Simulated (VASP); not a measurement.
Co:

```
CELL_PARAMETERS angstrom
2.48692 0.00000 0.00000
-1.24346 2.15374 0.00000
0.00000 0.00000 8.14180
ATOMIC_POSITIONS crystal
Co 0.66667 0.33333 0.75000
Co 0.00000 0.00000 0.50000
Co 0.33333 0.66667 0.25000
Co 0.00000 0.00000 0.00000
```

Base run:

| Quantity | Value |
| --- | --- |
| Program | VASP 6.6.1 |
| Functional | r2SCAN |
| Potentials or basis | VASP PAW PBE potentials, release 64 (Co) |
| Cutoff | 520 eV |
| k mesh | 12 × 12 × 4 |
| Occupations | fermi-dirac, width 0.05 eV |
| Spin | collinear spin, ferromagnetic start |
| Starting moments | [2.0, 2.0, 2.0, 2.0] μB |

Its results: pressure -4.6 GPa; net moment 7.07 μB per cell; site moments Co +1.85, +1.82 (each value once) μB.

Problem. The run is repeated on the same cell with these changes: functional from r2SCAN to PBEsol. What comes out?

Solution. Pressure -10.4 GPa; net moment 6.63 μB per cell; site moments Co +1.68, +1.66 (each value once) μB.

Caveats: the cell stands under tension; the PAW data sets were made with another functional, which shifts forces and pressure a little.
